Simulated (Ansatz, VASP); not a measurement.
## BaTiO3 in VASP and in Ansatz

```
CELL_PARAMETERS angstrom
3.98545 0.00000 0.00000
0.00000 3.98545 0.00000
0.00000 0.00000 4.01146
ATOMIC_POSITIONS crystal
Ba 0.50000 0.50000 0.58009
Ti 0.00000 0.00000 0.09410
O 0.00000 0.50000 0.06474
O 0.50000 0.00000 0.06474
O 0.00000 0.00000 0.55633
```

Change from the starting cell: strain along c alone, the other axes held, atoms relaxed: -4.5 %.

Alike in both runs: functional PBE; k mesh 8 × 8 × 6; occupations gaussian, width 0.02 eV; no spin polarisation.

Ansatz relaxed the structure, and its values are those at the end. VASP's run is a single point on that final structure, the one shown.

|  | VASP | Ansatz |
| --- | --- | --- |
| version | VASP 6.6.1 | Ansatz 0.2.0 |
| potentials or method | VASP PAW PBE potentials, release 64 (Ba_sv, Ti_sv, O), cutoff 520 eV | scalar-relativistic, plane waves, PAW |
| valence electrons in the cell | 40 | 40 |

|  | VASP | Ansatz | Ansatz less VASP |
| --- | --- | --- | --- |
| gap on the k mesh at the Fermi level (eV) | 1.80 | 1.87 | +0.067 |
| least direct gap on the mesh (eV) | 2.14 | 2.17 | +0.029 |
| pressure (GPa) | 6.4 | 4.6 | -1.85 |
| rms of the force components (eV/Å) | 0.021 | 0.000 | -0.0206 |

Ansatz's warnings: stress scf threshold loose.

Spin-orbit coupling is off throughout.
